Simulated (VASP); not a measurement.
# SiO2 (P4_2/mnm) in VASP: notebook

Runs on SiO2. Level: LDA. Tasks: single point, relaxation of cell and atoms.

Program: VASP 6.6.1. These are calculated values, not measurements. Logs are shortened: lines on timing, memory, paths and dates and some standing lists are left out, and cuts for length are marked.

### 1 The cell of the first run

Symmetry: P4_2/mnm, No. 136, tetragonal system. Conventional cell: a = 4.189 Å, b = 4.189 Å, c = 2.670 Å, α = 90.00°, β = 90.00°, γ = 90.00°. Si (site symmetry mmm) has 6 O at 1.76 to 1.81 Å within 2.3 Å. O (site symmetry m2m) has 3 Si at 1.76 to 1.81 Å and 1 O at 2.30 Å within 2.3 Å.

### 2 Single point, LDA

Contents of INCAR:

```
SYSTEM = SiO2
PREC     = Accurate       ! precision mode
ENCUT    = 520            ! plane-wave cutoff, eV
EDIFF    = 1E-7           ! SCF threshold, eV
ISMEAR   = -1             ! smearing method
SIGMA    = 0.1            ! smearing width, eV
LREAL    = .FALSE.        ! projectors in reciprocal space
LASPH    = .TRUE.         ! aspherical terms in the spheres
NELM     = 80             ! most SCF steps
ALGO     = Normal         ! electronic algorithm
ISIF     = 2              ! what is computed and relaxed
LWAVE    = .FALSE.        ! write WAVECAR
LCHARG   = .FALSE.        ! write CHGCAR
GGA      = CA             ! functional
NBANDS   = 25             ! bands
```

Contents of KPOINTS:

```
regular mesh
0
G
  6 6 9
  0 0 0
```

Contents of POSCAR:

```
SiO2
1.0
    4.1892883500      0.0000000000      0.0000000000
    0.0000000000      4.1892883500      0.0000000000
    0.0000000000      0.0000000000      2.6701772400
Si O
2 4
Direct
    0.0000000000      0.0000000000      0.0000000000
    0.5000000000      0.5000000000      0.5000000000
    0.3059000000      0.3059000000      0.0000000000
    0.1941000000      0.8059000000      0.5000000000
    0.6941000000      0.6941000000      0.0000000000
    0.8059000000      0.1941000000      0.5000000000
```

Potentials or basis: VASP PAW LDA potentials, release 64 (Si, O).

Run with:

```console
cat potpaw_LDA.64/Si/POTCAR potpaw_LDA.64/O/POTCAR > POTCAR
mpirun -np 1 vasp_std > vasp.out
```

OUTCAR:

```text
SYSTEM = SiO2
   PREC = Accurate
   ENCUT = 520
   EDIFF = 1E-7
   ISMEAR = -1
   LREAL = .FALSE.
   LASPH = .TRUE.
   NELM = 80
   ISIF = 2
   GGA = CA

 ion  position               nearest neighbor table
   1  0.000  0.000  0.000-   4 1.76   6 1.76   4 1.76   6 1.76   5 1.81   3 1.81
   2  0.500  0.500  0.500-   3 1.76   5 1.76   3 1.76   5 1.76   4 1.81   6 1.81
   3  0.306  0.306  0.000-   2 1.76   2 1.76   1 1.81
   4  0.194  0.806  0.500-   1 1.76   1 1.76   2 1.81
   5  0.694  0.694  0.000-   2 1.76   2 1.76   1 1.81
   6  0.806  0.194  0.500-   1 1.76   1 1.76   2 1.81

  LATTYP: Found a simple tetragonal cell.
 ALAT       =     4.1892883500
 C/A-ratio  =     0.6373820604

  Lattice vectors:

 A1 = (   4.1892883500,   0.0000000000,   0.0000000000)
 A2 = (   0.0000000000,   4.1892883500,   0.0000000000)
 A3 = (   0.0000000000,   0.0000000000,   2.6701772400)

Analysis of symmetry for initial positions (statically):
=====================================================================
 Subroutine PRICEL returns:
 Original cell was already a primitive cell.

 Routine SETGRP: Setting up the symmetry group for a
 simple tetragonal supercell.

 Subroutine GETGRP returns: Found 16 space group operations
 (whereof  8 operations were pure point group operations)
 out of a pool of 16 trial point group operations.

The static configuration has the point symmetry D_2h.
 The point group associated with its full space group is D_4h.

Analysis of symmetry for dynamics (positions and initial velocities):
=====================================================================
 Subroutine PRICEL returns:
 Original cell was already a primitive cell.

 Routine SETGRP: Setting up the symmetry group for a
 simple tetragonal supercell.

 Subroutine GETGRP returns: Found 16 space group operations
 (whereof  8 operations were pure point group operations)
 out of a pool of 16 trial point group operations.

The dynamic configuration has the point symmetry D_2h.
 The point group associated with its full space group is D_4h.

 Subroutine INISYM returns: Found 16 space group operations
 (whereof  8 operations are pure point group operations),
 and found     1 'primitive' translations

----------------------------------------------------------------------------------------

                                     Primitive cell

  volume of cell :      46.8620

  direct lattice vectors                    reciprocal lattice vectors
[... 93 lines left out ...]
   ENCUT  =  520.0 eV  38.22 Ry    6.18 a.u.   7.79  7.79  4.96*2*pi/ulx,y,z
   NELM   =     80;   NELMIN=  2; NELMDL= -5     # of ELM steps
   EDIFF  = 0.1E-06   stopping-criterion for ELM
   LREAL  =      F    real-space projection
   EDIFFG = 0.1E-05   stopping-criterion for IOM
   NSW    =      0    number of steps for IOM
   IBRION =     -1    ionic relax: 0-MD 1-quasi-New 2-CG
   NFREE  =      0    steps in history (QN), initial steepest desc. (CG)
   ISIF   =      2    stress and relaxation
   ISYM   =      2    0-nonsym 1-usesym 2-fastsym
   POTIM  = 0.5000    time-step for ionic-motion
   TEBEG  =    0.0;   TEEND  =   0.0 temperature during run
   PSTRESS=    0.0 pullay stress
   NELECT =      32.0000    total number of electrons
   NUPDOWN=      -1.0000    fix difference up-down
   EMIN   =  10.00;   EMAX   =-10.00  energy-range for DOS
   EFERMI =   0.00;   METHOD = LEGACY
   ISMEAR =    -1;   SIGMA  =   0.10  broadening in eV -4-tet -1-fermi 0-gaus
   EFERMI_NEDOS =   21; number of points for ismear=-14 and -15
   IALGO  =     38    algorithm
   IMIX   =      4    mixing-type and parameters
     AMIX     =   0.40;   BMIX     =  1.00
     AMIX_MAG =   1.60;   BMIX_MAG =  1.00
  volume/ion in A,a.u.               =       7.81        52.71
  Fermi-wavevector in a.u.,A,eV,Ry     =   1.441622  2.724270 28.276620  2.078273
  Thomas-Fermi vector in A             =   2.560233
   LORBIT       =      0    0 simple, 1 ext, 2 COOP (PROOUT), +10 PAW based schemes
   GGA     = CA    functional components
   LHFCALC =     F    Hartree Fock is set to
   AEXX    =    0.0000 exact exchange contribution
   IVDW    =     0    specifies the selected vdW correction
   LEPSILON=     F    determine dielectric tensor
   LRPA    =     F    only Hartree local field effects (RPA)
 non-spin polarized calculation
  energy-cutoff  :      520.00
  volume of cell :       46.86
 maximum number of plane-waves:      1275
 NGX is ok and might be reduce to    32
   NGX = 15   NGY = 15   NGZ =  9

 number of electron      31.9999976 magnetization

 Free energy of the ion-electron system (eV)
  ---------------------------------------------------
  ext. energy  EPLUGINS =         0.00000000
  ---------------------------------------------------
  free energy    TOTEN  =       -51.95923126 eV

  energy without entropy =      -51.95923126  energy(sigma->0) =      -51.95923126

 E-fermi :   9.9437     XC(G=0): -12.6999

 val. band max:        8.0096184443   @ k =   0.0000   0.0000   0.0000
 cond. band min:      13.5004425464   @ k =   0.0000   0.0000   0.0000
 fundamental gap:      5.4908241021
 Fermi energy:         9.9437164366

 k-point     1 :       0.0000    0.0000    0.0000
  band No.  band energies     occupation
      1     -14.3445      2.00000
      2     -10.6322      2.00000
      3     -10.6322      2.00000
      4     -10.4011      2.00000
      5      -2.8781      2.00000
      6       1.5082      2.00000
[... 661 lines left out ...]
     24      20.4143      0.00000
     25      21.5959      0.00000

 [... further k-points ...]
[... 5 lines left out ...]
  --------------------------------------------------------------------------------------
  -------------------------------------------------------------------------------------
  Total       -1.6157971     -1.6157971     -1.1184267     -0.0000000      0.0000000      0.0000000
  in kB      -55.2429439    -55.2429439    -38.2382061     -0.0000000      0.0000000      0.0000000
  external PRESSURE =     -49.5746980 kB  Pullay stress =       0.0000000 kB

 VOLUME and BASIS-vectors are now :
 -----------------------------------------------------------------------------
  energy-cutoff  :      520.00
  volume of cell :       46.86
      direct lattice vectors                 reciprocal lattice vectors
     4.189288350  0.000000000  0.000000000     0.238704027  0.000000000  0.000000000
     0.000000000  4.189288350  0.000000000     0.000000000  0.238704027  0.000000000
     0.000000000  0.000000000  2.670177240     0.000000000  0.000000000  0.374506975

 POSITION                                       TOTAL-FORCE (eV/Angst)
 -----------------------------------------------------------------------------------
      0.00000      0.00000      0.00000        -0.000000      0.000000      0.000000
      2.09464      2.09464      1.33509        -0.000000      0.000000      0.000000
      1.28150      1.28150      0.00000         0.042433      0.042433      0.000000
      0.81314      3.37615      1.33509        -0.042433      0.042433      0.000000
      2.90779      2.90779      0.00000        -0.042433     -0.042433      0.000000
      3.37615      0.81314      1.33509         0.042433     -0.042433      0.000000
 -----------------------------------------------------------------------------------
    total drift:                                0.000000      0.000000     -0.000000

  FREE ENERGIE OF THE ION-ELECTRON SYSTEM (eV)
  ---------------------------------------------------
  free  energy   TOTEN  =       -51.9592312556 eV

  energy  without entropy=      -51.9592312554  energy(sigma->0) =      -51.95923126
```

OSZICAR:

```text
N       E                     dE             d eps       ncg     rms          rms(c)
DAV:   1     0.127749211888E+03    0.12775E+03   -0.17608E+04  2532   0.123E+03
DAV:   2    -0.501647134688E+02   -0.17791E+03   -0.17053E+03  3189   0.277E+02
DAV:   3    -0.567870761656E+02   -0.66224E+01   -0.65961E+01  3349   0.513E+01
DAV:   4    -0.568306727390E+02   -0.43597E-01   -0.43583E-01  2938   0.482E+00
DAV:   5    -0.568310338191E+02   -0.36108E-03   -0.36100E-03  3372   0.416E-01    0.177E+01
DAV:   6    -0.520334901548E+02    0.47975E+01   -0.13471E+01  3192   0.244E+01    0.845E+00
DAV:   7    -0.519956962840E+02    0.37794E-01   -0.75710E-01  3064   0.493E+00    0.299E+00
DAV:   8    -0.519649712807E+02    0.30725E-01   -0.30268E-02  3199   0.145E+00    0.105E+00
DAV:   9    -0.519592322003E+02    0.57391E-02   -0.54479E-03  3182   0.574E-01    0.207E-01
DAV:  10    -0.519592319139E+02    0.28640E-06   -0.21347E-04  3207   0.107E-01    0.718E-02
DAV:  11    -0.519592314654E+02    0.44847E-06   -0.20263E-05  3215   0.316E-02    0.206E-02
DAV:  12    -0.519592313367E+02    0.12871E-06   -0.88682E-07  3129   0.751E-03    0.782E-03
DAV:  13    -0.519592312556E+02    0.81185E-07   -0.52878E-07  3182   0.510E-03
   1 F= -.51959231E+02 E0= -.51959231E+02  d E =-.131571E-09
```

stdout:

```text
POSCAR found type information on POSCAR SiO
 POSCAR found :  2 types and       6 ions
 scaLAPACK will be used
 LDA part: xc-table for (Slater(with rela. corr.)+CA(PZ))
 , standard interpolation
 POSCAR, INCAR and KPOINTS ok, starting setup
 FFT: planning ... GRIDC
 FFT: planning ... GRID_SOFT
 FFT: planning ... GRID
 WAVECAR not read
 entering main loop
```

It took 21 s on 1 thread of AMD EPYC 9R45 (Zen 5), shared host; peak memory 0.13 GiB.

Results:

```yaml
Free_energy: -51.9592 eV
Pressure: -5.0 GPa
Largest_force: 0.060 eV/Å
Band_gap_on_the_k_mesh: 5.49 eV, direct
```

Forces in eV/Å, atoms in the order of the input:
```
Si   0.000  0.000  0.000
Si   0.000  0.000  0.000
O    0.042  0.042  0.000
O   -0.042  0.042  0.000
O   -0.042 -0.042  0.000
O    0.042 -0.042  0.000
```

Levels at points of the mesh, in eV from the valence-band top:
```csv
k point,band 12,band 13,band 14,band 15,band 16,band 17,band 18,band 19,band 20,band 21
"(0.00, 0.00, 0.00)",-3.16,-2.54,-0.90,-0.90,0.00,5.49,6.43,8.28,8.28,10.69
"(0.50, 0.00, 0.00)",-3.92,-2.71,-2.71,-1.08,-1.08,7.54,7.54,8.83,8.83,10.74
"(0.50, 0.50, 0.00)",-3.29,-2.70,-2.70,-2.30,-2.30,7.20,7.20,9.81,9.81,12.84
```

### 3 Single point, LDA

This run uses another cell than the first one, of 7.66 Å³/atom, 0.980 times its volume.

Contents of INCAR:

```
SYSTEM = SiO2
ALGO = Normal
EDIFF = 1E-6
ENCUT = 520
ISIF = 2
ISMEAR = -1
LASPH = .TRUE.
LCHARG = .TRUE.
LELF = .TRUE.
LREAL = .FALSE.
LVHAR = .TRUE.
LWAVE = .FALSE.
NBANDS = 25
NELM = 100
PREC = Accurate
SIGMA = 0.1
```

Contents of KPOINTS:

```
k-points
0
G
  4 4 7
  0 0 0
```

Contents of POSCAR:

```
SiO2
1.0
    4.1549355198      0.0000000000      0.0000000000
    0.0000000000      4.1549355198      0.0000000000
    0.0000000000      0.0000000000      2.6614450268
Si O
2 4
Direct
    0.0000000000      0.0000000000      0.0000000000
    0.5000000000      0.5000000000      0.5000000000
    0.3055801204      0.3055801204      0.0000000000
    0.1944198796      0.8055801204      0.5000000000
    0.6944198796      0.6944198796      0.0000000000
    0.8055801204      0.1944198796      0.5000000000
```

Potentials or basis: VASP PAW LDA potentials, release 64 (Si, O).

Run with:

```console
cat potpaw_LDA.64/Si/POTCAR potpaw_LDA.64/O/POTCAR > POTCAR
mpirun -np 1 vasp_std > vasp.out
```

It took 11 s on 1 thread of Intel Xeon 6975P-C, shared host; peak memory 0.14 GiB.

It converged, with:

```
Free energy            : -51.9694 eV
Pressure               : 1.1 GPa
Largest force          : 0.036 eV/Å
Band gap on the k mesh : 5.82 eV, direct
```

Forces in eV/Å, atoms in the order of the input:
```
Si   0.000  0.000  0.000
Si   0.000  0.000  0.000
O   -0.025 -0.025  0.000
O    0.025 -0.025  0.000
O    0.025  0.025  0.000
O   -0.025  0.025  0.000
```

Stress tensor (GPa, compression positive):
```
0.77 0.00 0.00
0.00 0.77 0.00
0.00 0.00 1.71
```

Levels at points of the mesh, in eV from the valence-band top:
```csv
k point,band 13,band 14,band 15,band 16,band 17,band 18,band 19,band 20
"(0.00, 0.00, 0.00)",-2.57,-0.91,-0.91,0.00,5.82,6.43,8.37,8.37
"(0.50, 0.00, 0.00)",-2.77,-2.77,-1.09,-1.09,7.75,7.75,8.92,8.92
"(0.50, 0.50, 0.00)",-2.77,-2.77,-2.36,-2.36,7.40,7.40,9.94,9.94
```

### 4 Single point, LDA

This run uses another cell than the first one, of 7.66 Å³/atom, 0.980 times its volume.

Contents of INCAR:

```
PREC = Accurate
ENCUT = 520
EDIFF = 1E-7
ISMEAR = -1
SIGMA = 0.1
LREAL = F
LASPH = T
NELM = 80
ALGO = Normal
ISIF = 2
LWAVE = F
LCHARG = F
GGA = CA
NBANDS = 25
```

Contents of KPOINTS:

```
regular mesh
0
Gamma
  4 4 7
```

Contents of POSCAR:

```
SiO2
1.0
    4.1549353507      0.0000000000      0.0000000000
    0.0000000000      4.1549353507      0.0000000000
    0.0000000000      0.0000000000      2.6614451214
Si O
2 4
Direct
    0.0000000000      0.0000000000      0.0000000000
    0.5000000000      0.5000000000      0.5000000000
    0.3055800961      0.3055800961      0.0000000000
    0.1944199039      0.8055800961      0.5000000000
    0.6944199039      0.6944199039      0.0000000000
    0.8055800961      0.1944199039      0.5000000000
```

Potentials or basis: VASP PAW LDA potentials, release 64 (Si, O).

Run with:

```console
cat potpaw_LDA.64/Si/POTCAR potpaw_LDA.64/O/POTCAR > POTCAR
mpirun -np 1 vasp_std > vasp.out
```

OUTCAR:

```text
PREC = Accurate
   ENCUT = 520
   EDIFF = 1E-7
   ISMEAR = -1
   LREAL = F
   LASPH = T
   NELM = 80
   ISIF = 2
   GGA = CA

 ion  position               nearest neighbor table
   1  0.000  0.000  0.000-   4 1.75   6 1.75   4 1.75   6 1.75   5 1.80   3 1.80
   2  0.500  0.500  0.500-   3 1.75   5 1.75   3 1.75   5 1.75   4 1.80   6 1.80
   3  0.306  0.306  0.000-   2 1.75   2 1.75   1 1.80
   4  0.194  0.806  0.500-   1 1.75   1 1.75   2 1.80
   5  0.694  0.694  0.000-   2 1.75   2 1.75   1 1.80
   6  0.806  0.194  0.500-   1 1.75   1 1.75   2 1.80
[... 878 lines left out ...]
  -------------------------------------------------------------------------------------
  Total        0.2299020      0.2299020      0.4996835      0.0000000      0.0000000      0.0000000
  in kB        8.0169133      8.0169133     17.4244667      0.0000000      0.0000000      0.0000000
  external PRESSURE =      11.1527644 kB  Pullay stress =       0.0000000 kB

 VOLUME and BASIS-vectors are now :
 -----------------------------------------------------------------------------
  energy-cutoff  :      520.00
  volume of cell :       45.95
      direct lattice vectors                 reciprocal lattice vectors
     4.154935351  0.000000000  0.000000000     0.240677632  0.000000000  0.000000000
     0.000000000  4.154935351  0.000000000     0.000000000  0.240677632  0.000000000
     0.000000000  0.000000000  2.661445121     0.000000000  0.000000000  0.375735720

 POSITION                                       TOTAL-FORCE (eV/Angst)
 -----------------------------------------------------------------------------------
      0.00000      0.00000      0.00000         0.000000      0.000000      0.000000
      2.07747      2.07747      1.33072         0.000000      0.000000      0.000000
      1.26967      1.26967      0.00000        -0.025877     -0.025877     -0.000000
      0.80780      3.34713      1.33072         0.025877     -0.025877     -0.000000
      2.88527      2.88527      0.00000         0.025877      0.025877      0.000000
      3.34713      0.80780      1.33072        -0.025877      0.025877      0.000000
 -----------------------------------------------------------------------------------
    total drift:                                0.000000      0.000000     -0.000000

  FREE ENERGIE OF THE ION-ELECTRON SYSTEM (eV)
  ---------------------------------------------------
  free  energy   TOTEN  =       -51.9694447394 eV

  energy  without entropy=      -51.9694447393  energy(sigma->0) =      -51.96944474
```

OSZICAR:

```text
N       E                     dE             d eps       ncg     rms          rms(c)
DAV:   1     0.122730829893E+03    0.12273E+03   -0.17533E+04  1208   0.123E+03
DAV:   2    -0.505003473530E+02   -0.17323E+03   -0.16708E+03  1523   0.278E+02
DAV:   3    -0.568590559186E+02   -0.63587E+01   -0.63351E+01  1610   0.505E+01
DAV:   4    -0.568994937580E+02   -0.40438E-01   -0.40427E-01  1415   0.468E+00
DAV:   5    -0.568998306203E+02   -0.33686E-03   -0.33682E-03  1623   0.402E-01    0.181E+01
DAV:   6    -0.520546274525E+02    0.48452E+01   -0.13564E+01  1526   0.245E+01    0.868E+00
DAV:   7    -0.520054477227E+02    0.49180E-01   -0.69108E-01  1476   0.488E+00    0.305E+00
DAV:   8    -0.519749842596E+02    0.30463E-01   -0.27383E-02  1491   0.140E+00    0.105E+00
DAV:   9    -0.519694403261E+02    0.55439E-02   -0.50958E-03  1575   0.559E-01    0.208E-01
DAV:  10    -0.519694451703E+02   -0.48442E-05   -0.19307E-04  1505   0.101E-01    0.729E-02
DAV:  11    -0.519694449259E+02    0.24441E-06   -0.18904E-05  1558   0.309E-02    0.195E-02
DAV:  12    -0.519694447968E+02    0.12909E-06   -0.90472E-07  1483   0.747E-03    0.704E-03
DAV:  13    -0.519694447394E+02    0.57388E-07   -0.44704E-07  1527   0.468E-03
   1 F= -.51969445E+02 E0= -.51969445E+02  d E =-.992842E-10
```

Wall time 11 s (1 thread of Intel Xeon 6975P-C, shared host); peak memory 0.14 GiB.

Results:

| Item | Value |
| --- | --- |
| Free energy | -51.9694 eV |
| Pressure | 1.1 GPa |
| Largest force | 0.037 eV/Å |
| Band gap on the k mesh | 5.82 eV, direct |

Forces in eV/Å, atoms in the order of the input:
```
Si   0.000  0.000  0.000
Si   0.000  0.000  0.000
O   -0.026 -0.026  0.000
O    0.026 -0.026  0.000
O    0.026  0.026  0.000
O   -0.026  0.026  0.000
```

[end of part 1 of 2]
